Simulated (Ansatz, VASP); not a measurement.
# One calculation of In3Sb2As, two programs

```
CELL_PARAMETERS angstrom
5.50213 0.00000 0.00000
-2.75106 4.76498 0.00000
0.00000 0.00000 6.06472
ATOMIC_POSITIONS crystal
In 0.33333 0.66667 0.50000
In 0.66667 0.33333 0.50000
In 0.00000 0.00000 0.00000
Sb 0.33333 0.66667 0.00000
Sb 0.66667 0.33333 0.00000
As 0.00000 0.00000 0.50000
```

Alike in both runs: task relaxation of cell and atoms; functional PBE; k mesh 6 × 6 × 6; occupations gaussian, width 0.1 eV; no spin polarisation.

|  | VASP | Ansatz |
| --- | --- | --- |
| version | VASP 6.6.1 | Ansatz 0.2.0 |
| potentials or method | VASP PAW PBE potentials, release 64 (In_d, Sb, As), cutoff 600 eV | scalar-relativistic, plane waves, PAW |
| valence electrons in the cell | 54 | 84 |

VASP gave:

```
gap on the k mesh at the Fermi level, each at its own relaxed structure (eV) : none
relaxed volume (Å³/atom)                                                     : 26.77
relaxed length of the cell vector where the two differ most in proportion (Å)              : 5.511
```

**Question.** Which values does Ansatz return?

**Answer.** gap on the k mesh at the Fermi level, each at its own relaxed structure (eV): none; relaxed volume (Å³/atom): 26.78; relaxed length of the cell vector where the two differ most in proportion (Å): 5.512.

A gap of «none» marks a metal or a gap that the smearing closes. VASP's potentials hold 54 valence electrons a cell and Ansatz's 84, so a difference there can come from the potentials and not from the codes.

Neither program's run includes spin-orbit coupling.
